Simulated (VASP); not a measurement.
# MnO (Fm-3m) in VASP: a series of runs, part 2 of 2

VASP 6.6.1. The steps go on from the part before.

### Step 3. Electric field gradients, PBE, collinear spin, ferromagnetic start (10.75 Å³/atom)

This run uses another cell than the first one, of 10.75 Å³/atom.

INCAR reads:

```
PREC = Accurate
ENCUT = 520
EDIFF = 1E-8
ISMEAR = -1
SIGMA = 0.05
LREAL = F
LASPH = T
NELM = 150
ALGO = Normal
ISIF = 2
LWAVE = F
LCHARG = F
ISPIN = 2
MAGMOM = 4 0
LORBIT = 11
LMAXMIX = 4
GGA = PE
LEFG = T
NBANDS = 20
```

KPOINTS reads:

```
Automatic mesh
0
Gamma
  16 16 16
```

POSCAR reads:

```
MnO
1.0
    0.0000000000      2.2070867990      2.2070867990
    2.2070867990      0.0000000000      2.2070867990
    2.2070867990      2.2070867990      0.0000000000
Mn O
1 1
Direct
    0.0000000000      0.0000000000      0.0000000000
    0.5000000000      0.5000000000      0.5000000000
```

Potentials or basis: VASP PAW PBE potentials, release 64 (Mn_pv, O).

Launch:

```console
cat potpaw_PBE.64/Mn_pv/POTCAR potpaw_PBE.64/O/POTCAR > POTCAR
mpirun -np 1 vasp_std > vasp.out
```

OUTCAR:

```text
PREC = Accurate
   ENCUT = 520
   EDIFF = 1E-8
   ISMEAR = -1
   LREAL = F
   LASPH = T
   NELM = 150
   ISIF = 2
   ISPIN = 2
   LORBIT = 11
   GGA = PE

 ion  position               nearest neighbor table
   1  0.000  0.000  0.000-   2 2.21   2 2.21   2 2.21   2 2.21   2 2.21   2 2.21
   2  0.500  0.500  0.500-   1 2.21   1 2.21   1 2.21   1 2.21   1 2.21   1 2.21

  LATTYP: Found a face centered cubic cell.
 ALAT       =     4.4141735980

  Lattice vectors:

 A1 = (   0.0000000000,   2.2070867990,   2.2070867990)
 A2 = (   2.2070867990,   0.0000000000,   2.2070867990)
 A3 = (   2.2070867990,   2.2070867990,   0.0000000000)

Analysis of symmetry for initial positions (statically):
=====================================================================
 Subroutine PRICEL returns:
 Original cell was already a primitive cell.

 Routine SETGRP: Setting up the symmetry group for a
 face centered cubic supercell.

 Subroutine GETGRP returns: Found 48 space group operations
 (whereof 48 operations were pure point group operations)
 out of a pool of 48 trial point group operations.

The static configuration has the point symmetry O_h .

Analysis of symmetry for dynamics (positions and initial velocities):
=====================================================================
 Subroutine PRICEL returns:
 Original cell was already a primitive cell.

 Routine SETGRP: Setting up the symmetry group for a
 face centered cubic supercell.

 Subroutine GETGRP returns: Found 48 space group operations
 (whereof 48 operations were pure point group operations)
 out of a pool of 48 trial point group operations.

The dynamic configuration has the point symmetry O_h .

Analysis of structural, dynamic, and magnetic symmetry:
=====================================================================
 Subroutine PRICEL returns:
 Original cell was already a primitive cell.

 Routine SETGRP: Setting up the symmetry group for a
 face centered cubic supercell.

 Subroutine GETGRP returns: Found 48 space group operations
 (whereof 48 operations were pure point group operations)
 out of a pool of 48 trial point group operations.

The overall configuration has the point symmetry O_h .

 Subroutine INISYM returns: Found 48 space group operations
 (whereof 48 operations are pure point group operations),
 and found     1 'primitive' translations

----------------------------------------------------------------------------------------

                                     Primitive cell

  volume of cell :      21.5025

  direct lattice vectors                    reciprocal lattice vectors
     0.000000000  2.207086799  2.207086799    -0.226542971  0.226542971  0.226542971
     2.207086799  0.000000000  2.207086799     0.226542971 -0.226542971  0.226542971
     2.207086799  2.207086799  0.000000000     0.226542971  0.226542971 -0.226542971

  length of vectors
     3.121292084  3.121292084  3.121292084     0.392383935  0.392383935  0.392383935

[... 102 lines left out ...]
  Fermi-wavevector in a.u.,A,eV,Ry     =   1.570953  2.968671 33.577742  2.467894
  Thomas-Fermi vector in A             =   2.672610
   LORBIT       =     11    0 simple, 1 ext, 2 COOP (PROOUT), +10 PAW based schemes
   GGA     = PE    functional components
   LHFCALC =     F    Hartree Fock is set to
   AEXX    =    0.0000 exact exchange contribution
   IVDW    =     0    specifies the selected vdW correction
   LEPSILON=     F    determine dielectric tensor
   LRPA    =     F    only Hartree local field effects (RPA)
 spin polarized calculation
  energy-cutoff  :      520.00
  volume of cell :       21.50
 maximum number of plane-waves:       604
   NGX = 11   NGY = 11   NGZ = 11

 number of electron      18.9999997 magnetization       4.7043175

 Free energy of the ion-electron system (eV)
  ---------------------------------------------------
  ext. energy  EPLUGINS =         0.00000000
  ---------------------------------------------------
  free energy    TOTEN  =       -16.40255239 eV

  energy without entropy =      -16.39442582  energy(sigma->0) =      -16.39848911

 E-fermi :   7.8266     XC(G=0): -11.9884

 val. band max:        7.8261145972   @ k =  -0.3125   0.2500   0.0625
 cond. band min:       7.8279065127   @ k =  -0.4375   0.3750   0.0625
 fundamental gap:      0.0017919155
 Fermi energy:         7.8266134670

 spin component 1

 k-point     1 :       0.0000    0.0000    0.0000
  band No.  band energies     occupation
      1     -42.5518      1.00000
      2     -42.5518      1.00000
      3     -42.5518      1.00000
      4     -12.6558      1.00000
      5       3.9506      1.00000
      6       3.9506      1.00000
[... 541 lines left out ...]
     19      27.9365      0.00000
     20      29.2922      0.00000

 [... further k-points ...]

 spin component 2

 k-point     1 :       0.0000    0.0000    0.0000
  band No.  band energies     occupation
      1     -37.9414      1.00000
      2     -37.9414      1.00000
      3     -37.9414      1.00000
      4     -12.2207      1.00000
      5       4.3298      1.00000
      6       4.3298      1.00000
[... 541 lines left out ...]
     19      29.8658      0.00000
     20      31.4231      0.00000

 [... further k-points ...]
[... 5 lines left out ...]
  --------------------------------------------------------------------------------------
  -------------------------------------------------------------------------------------
  Total        0.3052276      0.3052276      0.3052276     -0.0000000     -0.0000000      0.0000000
  in kB       22.7429163     22.7429163     22.7429163     -0.0000000     -0.0000000      0.0000000
  external PRESSURE =      22.7429163 kB  Pullay stress =       0.0000000 kB

 VOLUME and BASIS-vectors are now :
 -----------------------------------------------------------------------------
  energy-cutoff  :      520.00
  volume of cell :       21.50
      direct lattice vectors                 reciprocal lattice vectors
     0.000000000  2.207086799  2.207086799    -0.226542971  0.226542971  0.226542971
     2.207086799  0.000000000  2.207086799     0.226542971 -0.226542971  0.226542971
     2.207086799  2.207086799  0.000000000     0.226542971  0.226542971 -0.226542971

 POSITION                                       TOTAL-FORCE (eV/Angst)
 -----------------------------------------------------------------------------------
      0.00000      0.00000      0.00000         0.000000      0.000000      0.000000
      2.20709      2.20709      2.20709        -0.000000     -0.000000     -0.000000
 -----------------------------------------------------------------------------------
    total drift:                                0.000000     -0.000000     -0.000000

  FREE ENERGIE OF THE ION-ELECTRON SYSTEM (eV)
  ---------------------------------------------------
  free  energy   TOTEN  =       -16.4025523928 eV

  energy  without entropy=      -16.3944258195  energy(sigma->0) =      -16.39848911

 Electric field gradients (V/A^2)
---------------------------------------------------------------------
 ion       V_xx      V_yy      V_zz      V_xy      V_xz      V_yz
---------------------------------------------------------------------
   1      -0.000     0.000    -0.000     0.004     0.004     0.004
   2       0.000    -0.000    -0.000    -0.001    -0.001    -0.001
---------------------------------------------------------------------

 Electric field gradients after diagonalization (V/A^2)
 (convention: |V_zz| > |V_xx| > |V_yy|)
----------------------------------------------------------------------
 ion       V_xx      V_yy      V_zz     asymmetry (V_yy - V_xx)/ V_zz
----------------------------------------------------------------------
   1      -0.004    -0.004     0.007       0.000
   2       0.001     0.001    -0.001       0.000
----------------------------------------------------------------------

           NMR quadrupolar parameters

 Cq : quadrupolar parameter    Cq=e*Q*V_zz/h
 eta: asymmetry parameters     (V_yy - V_xx)/ V_zz
 Q  : nuclear electric quadrupole moment in mb (millibarn)
----------------------------------------------------------------------
 ion       Cq(MHz)       eta       Q (mb)
----------------------------------------------------------------------
   1       0.000       0.000       1.000
   2      -0.000       0.000       1.000
----------------------------------------------------------------------

 total charge

# of ion       s       p       d       tot
------------------------------------------
    1        0.206   6.183   4.988  11.377
    2        1.562   3.421   0.000   4.983
--------------------------------------------------
tot          1.768   9.604   4.988  16.360

 magnetization (x)

# of ion       s       p       d       tot
------------------------------------------
    1        0.034   0.026   4.221   4.281
    2        0.031   0.166   0.000   0.197
--------------------------------------------------
tot          0.065   0.192   4.221   4.478
```

Wall time 2.9 min (1 thread of Intel Xeon 8259CL, shared host); peak memory 0.22 GiB.

Results:

* Free energy: -16.4026 eV
* Pressure: 2.3 GPa
* Net moment: 4.70 μB per cell
* Site moments: Mn +4.28; O +0.20 μB
* Largest electric field gradient by atom: under 0.05 V/Å² on every atom
* Valence electrons inside the program's atomic spheres: Mn 11.38; O 4.98

Levels at points of the mesh, in eV from the Fermi level:
Spin up:
```csv
k point,band 8,band 9,band 10,band 11,band 12,band 13,band 14,band 15,band 16,band 17
"(0.00, 0.00, 0.00)",-3.26,-3.26,-3.26,-2.71,-2.71,-0.44,14.02,16.49,16.49,16.49
"(0.50, 0.00, 0.00)",-2.32,-2.32,-1.88,0.24,0.24,3.51,7.89,12.01,12.01,18.74
"(0.50, 0.50, 0.00)",-4.30,-2.27,-2.04,-2.04,-1.89,5.16,7.91,10.51,13.87,13.87
```
Spin down:
| k point | band 5 | band 6 | band 7 | band 8 | band 9 | band 10 |
| --- | --- | --- | --- | --- | --- | --- |
| (0.00, 0.00, 0.00) | -3.50 | -3.50 | -3.50 | 0.65 | 0.65 | 0.65 |
| (0.50, 0.00, 0.00) | -7.58 | -5.03 | -5.03 | 1.88 | 1.92 | 1.92 |
| (0.50, 0.50, 0.00) | -6.61 | -4.49 | -4.49 | -0.97 | 1.91 | 2.14 |

Caveat: a cell with one magnetic atom can't hold antiferromagnetic order, which such compounds often take; semilocal functionals often make such compounds metallic where correlation or magnetic order opens a gap, which also shifts bond lengths. With open d or f shells a metallic result of PBE can be an artefact of self-interaction; +U or a hybrid may open a gap.

### Step 4. Electric field gradients, PBE, collinear spin, ferromagnetic start (10.86 Å³/atom)

This run uses another cell than the first one, of 10.86 Å³/atom.

INCAR reads:

```
ALGO = Normal ; EDIFF = 1E-8
ENCUT = 520 ; GGA = PE
ISIF = 2 ; ISMEAR = -1
ISPIN = 2 ; LASPH = T
LCHARG = F ; LEFG = T
LMAXMIX = 4 ; LORBIT = 11
LREAL = F ; LWAVE = F
MAGMOM = 4 0 ; NBANDS = 20
NELM = 150 ; PREC = Accurate
SIGMA = 0.05
```

KPOINTS reads:

```
k-points
0
Gamma
  16 16 16
```

POSCAR reads:

```
MnO
1.0
    0.0000000000      2.2145685064      2.2145685064
    2.2145685064      0.0000000000      2.2145685064
    2.2145685064      2.2145685064      0.0000000000
Mn O
1 1
Direct
    0.0000000000      0.0000000000      0.0000000000
    0.5000000000      0.5000000000      0.5000000000
```

Potentials or basis: VASP PAW PBE potentials, release 64 (Mn_pv, O).

Launch:

```console
cat potpaw_PBE.64/Mn_pv/POTCAR potpaw_PBE.64/O/POTCAR > POTCAR
mpirun -np 1 vasp_std > vasp.out
```

OUTCAR:

```text
EDIFF = 1E-8
   ENCUT = 520
   GGA = PE
   ISIF = 2
   ISMEAR = -1
   ISPIN = 2
   LASPH = T
   LORBIT = 11
   LREAL = F
   NELM = 150
   PREC = Accurate

 ion  position               nearest neighbor table
   1  0.000  0.000  0.000-   2 2.21   2 2.21   2 2.21   2 2.21   2 2.21   2 2.21
   2  0.500  0.500  0.500-   1 2.21   1 2.21   1 2.21   1 2.21   1 2.21   1 2.21

  LATTYP: Found a face centered cubic cell.
 ALAT       =     4.4291370128

  Lattice vectors:

 A1 = (   0.0000000000,   2.2145685064,   2.2145685064)
 A2 = (   2.2145685064,   0.0000000000,   2.2145685064)
 A3 = (   2.2145685064,   2.2145685064,   0.0000000000)

Analysis of symmetry for initial positions (statically):
=====================================================================
 Subroutine PRICEL returns:
 Original cell was already a primitive cell.

[... 1324 lines left out ...]
 -----------------------------------------------------------------------------------
    total drift:                                0.000000     -0.000000     -0.000000

  FREE ENERGIE OF THE ION-ELECTRON SYSTEM (eV)
  ---------------------------------------------------
  free  energy   TOTEN  =       -16.4051653984 eV

  energy  without entropy=      -16.3971181503  energy(sigma->0) =      -16.40114177

 Electric field gradients (V/A^2)
---------------------------------------------------------------------
 ion       V_xx      V_yy      V_zz      V_xy      V_xz      V_yz
---------------------------------------------------------------------
   1      -0.000    -0.000     0.000     0.004     0.004     0.004
   2       0.000     0.000     0.000    -0.000    -0.000    -0.000
---------------------------------------------------------------------

 Electric field gradients after diagonalization (V/A^2)
 (convention: |V_zz| > |V_xx| > |V_yy|)
----------------------------------------------------------------------
 ion       V_xx      V_yy      V_zz     asymmetry (V_yy - V_xx)/ V_zz
----------------------------------------------------------------------
   1      -0.004    -0.004     0.007       0.000
   2       0.000     0.000    -0.001       0.000
----------------------------------------------------------------------

           NMR quadrupolar parameters

 Cq : quadrupolar parameter    Cq=e*Q*V_zz/h
 eta: asymmetry parameters     (V_yy - V_xx)/ V_zz
 Q  : nuclear electric quadrupole moment in mb (millibarn)
----------------------------------------------------------------------
 ion       Cq(MHz)       eta       Q (mb)
----------------------------------------------------------------------
   1       0.000       0.000       1.000
   2      -0.000       0.000       1.000
----------------------------------------------------------------------

 total charge

# of ion       s       p       d       tot
------------------------------------------
    1        0.205   6.180   4.982  11.366
    2        1.561   3.418   0.000   4.979
--------------------------------------------------
tot          1.766   9.598   4.982  16.345

 magnetization (x)

# of ion       s       p       d       tot
------------------------------------------
    1        0.034   0.026   4.244   4.304
    2        0.031   0.168   0.000   0.199
--------------------------------------------------
tot          0.065   0.194   4.244   4.503
```

OSZICAR:

```text
N       E                     dE             d eps       ncg     rms          rms(c)
DAV:   1     0.167888230746E+03    0.16789E+03   -0.10293E+04 11692   0.112E+03
DAV:   2    -0.103780798659E+02   -0.17827E+03   -0.16611E+03 11936   0.326E+02
DAV:   3    -0.186521441395E+02   -0.82741E+01   -0.81778E+01 13024   0.757E+01
DAV:   4    -0.187122961547E+02   -0.60152E-01   -0.60138E-01 13288   0.667E+00
DAV:   5    -0.187128252154E+02   -0.52906E-03   -0.52905E-03 12960   0.624E-01    0.140E+01
DAV:   6    -0.167166770918E+02    0.19961E+01   -0.96759E+00 15852   0.343E+01    0.132E+01
DAV:   7    -0.164171828192E+02    0.29949E+00   -0.12526E+00 13332   0.161E+01    0.790E+00
DAV:   8    -0.164162102889E+02    0.97253E-03   -0.11473E-01 12816   0.250E+00    0.472E+00
DAV:   9    -0.164024937109E+02    0.13717E-01   -0.36248E-02 12344   0.205E+00    0.115E+00
DAV:  10    -0.164047853107E+02   -0.22916E-02   -0.67177E-03 12608   0.953E-01    0.233E-01
DAV:  11    -0.164050979657E+02   -0.31265E-03   -0.10139E-03 13320   0.293E-01    0.995E-02
DAV:  12    -0.164051494427E+02   -0.51477E-04   -0.43027E-05 12804   0.811E-02    0.308E-02
DAV:  13    -0.164051581598E+02   -0.87171E-05   -0.76762E-06 13260   0.247E-02    0.315E-02
DAV:  14    -0.164051654012E+02   -0.72414E-05   -0.54590E-06 12792   0.189E-02    0.654E-03
DAV:  15    -0.164051654309E+02   -0.29727E-07   -0.25094E-07 13332   0.450E-03    0.237E-03
DAV:  16    -0.164051654037E+02    0.27241E-07   -0.42350E-08 12976   0.165E-03    0.167E-03
DAV:  17    -0.164051653984E+02    0.53083E-08   -0.19575E-08 12356   0.139E-03
   1 F= -.16405165E+02 E0= -.16401142E+02  d E =-.804725E-02  mag=     4.7346
```

stdout:

```text
POSCAR found type information on POSCAR MnO
 POSCAR found :  2 types and       2 ions
 scaLAPACK will be used
 LDA part: xc-table for (Slater+PW92), standard interpolation
 POSCAR, INCAR and KPOINTS ok, starting setup
 FFT: planning ... GRIDC
 FFT: planning ... GRID_SOFT
 FFT: planning ... GRID
 WAVECAR not read
 entering main loop
ion   1

ion   2
```

Wall time 3.8 min (1 thread of Intel Xeon 8259CL, shared host); peak memory 0.22 GiB.

What came out:

- Free energy: -16.4052 eV
- Pressure: 1.2 GPa
- Net moment: 4.73 μB per cell
- Site moments: Mn +4.30; O +0.20 μB
- Largest electric field gradient by atom: under 0.05 V/Å² on every atom
- Valence electrons inside the program's atomic spheres: Mn 11.37; O 4.98

Caveat: a cell with one magnetic atom can't hold antiferromagnetic order, which such compounds often take; semilocal functionals often make such compounds metallic where correlation or magnetic order opens a gap, which also shifts bond lengths. With open d or f shells a metallic result of PBE can be an artefact of self-interaction; +U or a hybrid may open a gap.

### Step 5. Summary

```csv
cell,gap on the mesh (eV),pressure (GPa),moment (μB)
"a = 3.111 Å, angles 60.0°, 2 atoms",none,3.4,4.67
"a = 3.121 Å, angles 60.0°, 2 atoms",none,2.3,4.70
"a = 3.132 Å, angles 60.0°, 2 atoms",none,1.2,4.73
```

Alike in all rows: task electric field gradients; level PBE; potentials or basis VASP PAW PBE potentials, release 64 (Mn_pv, O); spin collinear, ferromagnetic start; k mesh 16 × 16 × 16; cutoff (eV) 520; smearing fermi-dirac 0.05 eV.

Caveats: a cell with one magnetic atom can't hold antiferromagnetic order, which such compounds often take; semilocal functionals often make such compounds metallic where correlation or magnetic order opens a gap, which also shifts bond lengths; the cell stands under pressure (at least some runs).

Absolute energies hang on the potentials; compare differences alone.

The gap in the log of VASP goes by the Fermi energy; the results here count the filled bands.